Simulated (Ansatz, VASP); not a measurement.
**BN: VASP beside Ansatz**

```
B N
1.0
     2.32337    0.00000    0.00000
    -1.16168    2.01210    0.00000
     0.00000    0.00000    7.18827
B N
2 2
Direct
  0.33333 0.66667 0.25000
  0.66667 0.33333 0.75000
  0.33333 0.66667 0.75000
  0.66667 0.33333 0.25000
```

Alike in both runs: task single point; functional PBEsol; k mesh 12 × 12 × 4; occupations gaussian, width 0.05 eV; no spin polarisation.

|  | VASP | Ansatz |
| --- | --- | --- |
| version | VASP 6.6.1 | Ansatz 0.2.0 |
| potentials or method | VASP PAW PBE potentials, release 64 (B, N), cutoff 520 eV | scalar-relativistic, plane waves, PAW |
| valence electrons in the cell | 16 | 16 |

```tsv
	VASP	Ansatz	Ansatz less VASP
gap on the k mesh at the Fermi level (eV)	4.40	4.41	+0.010
least direct gap on the mesh (eV)	5.15	5.15	+0.004
```

VASP's potentials were made for PBE, not for PBEsol, and Ansatz warns of the same on its side.
